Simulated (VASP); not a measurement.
# Hf: single point with PBE

Hf:

```xyz
1
Lattice="-1.7706 1.7706 1.7706 1.7706 -1.7706 1.7706 1.7706 1.7706 -1.7706" Properties=species:S:1:pos:R:3 pbc="T T T"
Hf    0.0000    0.0000    0.0000
```

This isn't the form of Hf at room conditions, which is hcp.

```json
{"Program": "VASP 6.6.1", "Task": "single point", "Functional": "PBE", "Potentials or basis": "VASP PAW PBE potentials, release 64 (Hf_pv)", "Cutoff": "520 eV", "k mesh": "16 × 16 × 16", "Occupations": "gaussian, width 0.05 eV", "Spin": "non-collinear spin, zero start, spin-orbit coupling", "Starting moments": "[[0.0, 0.0, 0.0]] μB"}
```

```yaml
Pressure: -0.4 GPa
Net_moment: 0.00 μB per cell
Valence_electrons_inside_the_program's_atomic_spheres: Hf 8.40
```

Moments on the atoms (μB; x, y, z):
```
Hf  0.00 0.00 0.00
```

It took 4.7 min on 1 thread of Intel Xeon 8259CL, on a shared host, peak memory 0.23 GiB.
